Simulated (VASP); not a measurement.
Here is a VASP 6.6.1 calculation.

INCAR

```
SYSTEM = InW3
PREC     = Accurate       ! precision mode
ENCUT    = 520            ! plane-wave cutoff, eV
EDIFF    = 1E-6           ! SCF threshold, eV
ISMEAR   = 0              ! smearing method
SIGMA    = 0.1            ! smearing width, eV
LREAL    = .FALSE.        ! projectors in reciprocal space
LASPH    = .TRUE.         ! aspherical terms in the spheres
NELM     = 60             ! most SCF steps
ALGO     = Fast           ! electronic algorithm
ISIF     = 2              ! what is computed and relaxed
LWAVE    = .FALSE.        ! write WAVECAR
LCHARG   = .FALSE.        ! write CHGCAR
GGA      = PE             ! functional
NBANDS   = 36             ! bands
```

KPOINTS

```
Automatic mesh
0
G
  6 6 6
  0 0 0
```

POSCAR

```
InW3
1.0
   -2.0100934880      2.0100934880      4.4900789602
    2.0100934880     -2.0100934880      4.4900789602
    2.0100934880      2.0100934880     -4.4900789602
In W
1 3
Direct
    0.0000000000      0.0000000000      0.0000000000
    0.5000000000      0.5000000000      0.0000000000
    0.2500000000      0.7500000000      0.5000000000
    0.7500000000      0.2500000000      0.5000000000
```

Potentials or basis: VASP PAW PBE potentials, release 64 (In_d, W_sv).

Command:

```sh
$ cat potpaw_PBE.64/In_d/POTCAR potpaw_PBE.64/W_sv/POTCAR > POTCAR
$ mpirun -np 1 vasp_std > vasp.out
```

Q: What does it give for the pressure?

A: -11.8 GPa.

Stress tensor (GPa, compression positive):
```
 -9.51   0.00   0.00
  0.00  -9.51   0.00
  0.00   0.00 -16.32
```

Caveat: the k points lie up to 0.37 Å⁻¹ apart.
